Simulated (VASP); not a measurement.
# FeO (P4_2/mmc) in VASP: single point with PBE+U

Aim: the single point of FeO with PBE+U.

Program: VASP 6.6.1. These are calculated values, not measurements. Logs are shortened: lines on timing, memory, paths and dates and some standing lists are left out, and cuts for length are marked.

## (1) The cell of the first run

The structure is tetragonal, space group P4_2/mmc (No. 131). The conventional cell has a = 3.046 Å, b = 3.046 Å, c = 5.464 Å, α = 90.00°, β = 90.00°, γ = 90.00°. Fe (site symmetry mmm) has 4 O at 2.05 Å within 2.7 Å. Within 2.8 Å of O (site symmetry -4m2) lie 4 Fe at 2.05 Å and 2 O at 2.73 Å.

## (2) Single point, PBE+U, collinear spin, antiferromagnetic start

Contents of INCAR:

```
SYSTEM = FeO
PREC = Accurate
ENCUT = 520
EDIFF = 1E-7
ISMEAR = 0
SIGMA = 0.05
LREAL = .False.
LASPH = .True.
NELM = 150
ALGO = Normal
ISIF = 2
LWAVE = .False.
LCHARG = .False.
ISPIN = 2
MAGMOM = -4 -4 4 4 0 0 0 0
LORBIT = 11
LMAXMIX = 4
LDAU = .True.
LDAUTYPE = 2
LDAUL = 2 -1
LDAUU = 5.3 0
LDAUJ = 0 0
LDAUPRINT = 1
GGA = PE
NBANDS = 42
```

Contents of KPOINTS:

```
Automatic mesh
0
Gamma
  6 6 6
  0 0 0
```

Contents of POSCAR:

```
FeO
1.0
    0.0000000000     -4.3075417790      0.0000000000
    4.3075417790      0.0000000000      0.0000000000
   -2.1537708895      2.1537708895      5.4642115070
Fe O
4 4
Direct
    0.0000000000      0.0000000000      0.0000000000
    0.7500000000      0.2500000000      0.5000000000
    0.5000000000      0.5000000000      0.0000000000
    0.2500000000      0.7500000000      0.5000000000
    0.1249930000      0.1250000000      0.7500000000
    0.6250070000      0.6250000000      0.7500000000
    0.3750000000      0.3749930000      0.2500000000
    0.8750000000      0.8750070000      0.2500000000
```

Potentials or basis: VASP PAW PBE potentials, release 64 (Fe, O).

Launch:

```bash
$ cat potpaw_PBE.64/Fe/POTCAR potpaw_PBE.64/O/POTCAR > POTCAR
$ mpirun -np 1 vasp_std > vasp.out
```

OUTCAR:

```text
SYSTEM = FeO
   PREC = Accurate
   ENCUT = 520
   EDIFF = 1E-7
   ISMEAR = 0
   LREAL = .False.
   LASPH = .True.
   NELM = 150
   ISIF = 2
   ISPIN = 2
   LORBIT = 11
   GGA = PE

 ion  position               nearest neighbor table
   1  0.000  0.000  0.000-   5 2.05   6 2.05   7 2.05   8 2.05   3 3.05   3 3.05   3 3.05   3 3.05

   2  0.750  0.250  0.500-   5 2.05   6 2.05   7 2.05   8 2.05   4 3.05   4 3.05   4 3.05   4 3.05

   3  0.500  0.500  0.000-   5 2.05   8 2.05   7 2.05   6 2.05   1 3.05   1 3.05   1 3.05   1 3.05

   4  0.250  0.750  0.500-   5 2.05   8 2.05   7 2.05   6 2.05   2 3.05   2 3.05   2 3.05   2 3.05

   5  0.125  0.125  0.750-   1 2.05   2 2.05   3 2.05   4 2.05
   6  0.625  0.625  0.750-   1 2.05   2 2.05   3 2.05   4 2.05
   7  0.375  0.375  0.250-   1 2.05   2 2.05   3 2.05   4 2.05
   8  0.875  0.875  0.250-   1 2.05   2 2.05   3 2.05   4 2.05

  LATTYP: Found a body centered tetragonal cell.
 ALAT       =     4.3075417790
 C/A-ratio  =     2.5370439974

  Lattice vectors:

 A1 = (  -2.1537708895,  -2.1537708895,  -5.4642115070)
 A2 = (   2.1537708895,   2.1537708895,  -5.4642115070)
 A3 = (   2.1537708895,  -2.1537708895,   5.4642115070)

Analysis of symmetry for initial positions (statically):
=====================================================================
 Subroutine PRICEL returns:
 Original cell was already a primitive cell.

 Routine SETGRP: Setting up the symmetry group for a
 body centered tetragonal supercell.

 Subroutine GETGRP returns: Found 16 space group operations
 (whereof  8 operations were pure point group operations)
 out of a pool of 16 trial point group operations.

The static configuration has the point symmetry D_2h.
 The point group associated with its full space group is D_4h.

Analysis of symmetry for dynamics (positions and initial velocities):
=====================================================================
 Subroutine PRICEL returns:
 Original cell was already a primitive cell.

 Routine SETGRP: Setting up the symmetry group for a
 body centered tetragonal supercell.

 Subroutine GETGRP returns: Found 16 space group operations
 (whereof  8 operations were pure point group operations)
 out of a pool of 16 trial point group operations.

The dynamic configuration has the point symmetry D_2h.
[... 300 lines left out ...]
  o =  0.9801  v =  0.4983  0.0000 -0.8670  0.0000 -0.0000  0.0000  0.0000  0.0000  0.0000  0.0000      0.0000  0.0000  0.0000  0.0000  0.0000  0.0000  0.0000  0.0000  0.0000  0.0000
  o =  1.0524  v =  0.0000 -0.7071  0.0000 -0.7071  0.0000  0.0000  0.0000  0.0000  0.0000  0.0000      0.0000  0.0000  0.0000  0.0000  0.0000  0.0000  0.0000  0.0000  0.0000  0.0000

 number of electron      56.0000003 magnetization      -0.0000000

 Free energy of the ion-electron system (eV)
  ---------------------------------------------------
  ext. energy  EPLUGINS =         0.00000000
  ---------------------------------------------------
  free energy    TOTEN  =       -52.98126527 eV

  energy without entropy =      -52.98126527  energy(sigma->0) =      -52.98126527

 E-fermi :   3.1456     XC(G=0): -10.6331

 val. band max:        2.9412531945   @ k =   0.0000   0.0000   0.5000
 cond. band min:       4.5953656300   @ k =   0.0000   0.0000   0.0000
 fundamental gap:      1.6541124355
 Fermi energy:         3.1455511526

 spin component 1

 k-point     1 :       0.0000    0.0000    0.0000
  band No.  band energies     occupation
      1     -15.4591      1.00000
      2     -14.4139      1.00000
      3     -14.4139      1.00000
      4     -14.4058      1.00000
      5      -4.3410      1.00000
      6      -3.7102      1.00000
[... 2057 lines left out ...]
     39       9.0385      0.00000
     40       9.0467      0.00000

 [... further k-points ...]

 [bands above 40 left out]

------------------------ aborting loop because EDIFF is reached ----------------------------------------

  FORCE on cell =-STRESS in cart. coord.  units (eV):
  Direction    XX          YY          ZZ          XY          YZ          ZX
  --------------------------------------------------------------------------------------
  -------------------------------------------------------------------------------------
  Total       -1.0740143     -1.0740143     -1.7192151      0.0000000      0.0000000      0.0000000
  in kB      -16.9720433    -16.9720433    -27.1677886      0.0000000      0.0000000      0.0000000
  external PRESSURE =     -20.3706251 kB  Pullay stress =       0.0000000 kB

 VOLUME and BASIS-vectors are now :
 -----------------------------------------------------------------------------
  energy-cutoff  :      520.00
  volume of cell :      101.39
      direct lattice vectors                 reciprocal lattice vectors
     0.000000000 -4.307541779  0.000000000     0.000000000 -0.232150969  0.091504511
     4.307541779  0.000000000  0.000000000     0.232150969  0.000000000  0.091504511
    -2.153770890  2.153770890  5.464211507     0.000000000  0.000000000  0.183009021

 POSITION                                       TOTAL-FORCE (eV/Angst)
 -----------------------------------------------------------------------------------
      0.00000      0.00000      0.00000         0.000000      0.000000      0.000000
      0.00000     -2.15377      2.73211         0.000000      0.000000      0.000000
      2.15377     -2.15377      0.00000         0.000000     -0.000000      0.000000
      2.15377      0.00000      2.73211         0.000000     -0.000000      0.000000
     -1.07689      1.07692      4.09816         0.000000     -0.000314     -0.000000
      1.07689     -1.07692      4.09816         0.000000      0.000314     -0.000000
      1.07686     -1.07689      1.36605         0.000314     -0.000000      0.000000
      3.23069     -3.23066      1.36605        -0.000314     -0.000000      0.000000
 -----------------------------------------------------------------------------------
    total drift:                                0.000000      0.000000      0.000000

  FREE ENERGIE OF THE ION-ELECTRON SYSTEM (eV)
  ---------------------------------------------------
  free  energy   TOTEN  =       -52.9812652696 eV

  energy  without entropy=      -52.9812652696  energy(sigma->0) =      -52.98126527

 total charge

# of ion       s       p       d       tot
------------------------------------------
    1        0.349   0.372   6.054   6.775
    2        0.349   0.372   6.054   6.775
    3        0.349   0.372   6.053   6.774
    4        0.349   0.372   6.053   6.774
    5        1.556   3.464   0.000   5.020
    6        1.556   3.464   0.000   5.020
    7        1.556   3.464   0.000   5.020
    8        1.556   3.464   0.000   5.020
--------------------------------------------------
tot          7.620  15.344  24.214  47.178

 magnetization (x)

# of ion       s       p       d       tot
------------------------------------------
    1       -0.015  -0.023  -3.755  -3.793
    2       -0.015  -0.023  -3.755  -3.793
    3        0.015   0.023   3.755   3.793
    4        0.015   0.023   3.755   3.793
    5       -0.000  -0.000   0.000  -0.000
    6       -0.000  -0.000   0.000  -0.000
    7       -0.000  -0.000   0.000  -0.000
    8       -0.000  -0.000   0.000  -0.000
--------------------------------------------------
tot         -0.000  -0.000  -0.000  -0.000
```

OSZICAR:

```text
N       E                     dE             d eps       ncg     rms          rms(c)
DAV:   1     0.626409251954E+03    0.62641E+03   -0.25155E+04  5040   0.153E+03
DAV:   2     0.635936490579E+02   -0.56282E+03   -0.52188E+03  5084   0.387E+02
[... 15 lines left out ...]
DAV:  18    -0.529812358508E+02   -0.12848E-03   -0.20913E-03  7700   0.277E-01    0.165E-02
DAV:  19    -0.529812583820E+02   -0.22531E-04   -0.21901E-04  7164   0.856E-02    0.106E-02
DAV:  20    -0.529812640972E+02   -0.57152E-05   -0.45810E-05  8474   0.398E-02    0.622E-03
DAV:  21    -0.529812652399E+02   -0.11427E-05   -0.15205E-05  7790   0.217E-02    0.227E-03
DAV:  22    -0.529812652923E+02   -0.52341E-07   -0.56607E-06  7760   0.132E-02    0.125E-03
DAV:  23    -0.529812652696E+02    0.22663E-07   -0.55953E-07  5030   0.449E-03
   1 F= -.52981265E+02 E0= -.52981265E+02  d E =-.719594E-11  mag=     0.0000
```

It took 5 min on 1 thread of Intel Xeon Platinum 8375C at 2.90GHz (Ice Lake), shared host; peak memory 0.35 GiB.

Results:

| Item | Value |
| --- | --- |
| Free energy | -52.9813 eV |
| Pressure | -2.0 GPa |
| Band gap on the k mesh | 1.65 eV |
| Net moment | 0.00 μB per cell |
| Site moments | Fe -3.79, +3.79 (each value once); O -0.00 μB |
| Valence electrons inside the program's atomic spheres | Fe 6.78, 6.77 (each value once); O 5.02 |

Eigenvalues of the final occupation matrices:
```tsv
site	spin	trace	eigenvalues
site 1 d	1	1.16	0.02 0.02 0.04 0.18 0.89
site 1 d	2	4.92	0.95 0.97 0.97 0.98 1.05
site 2 d	1	1.16	0.02 0.02 0.04 0.18 0.89
site 2 d	2	4.92	0.95 0.97 0.97 0.98 1.05
site 3 d	1	4.92	0.95 0.97 0.97 0.98 1.05
site 3 d	2	1.16	0.02 0.02 0.04 0.18 0.89
site 4 d	1	4.92	0.95 0.97 0.97 0.98 1.05
site 4 d	2	1.16	0.02 0.02 0.04 0.18 0.89
```

A k mesh can miss the band edges. The state reached can hang on the start; a lower one may exist.
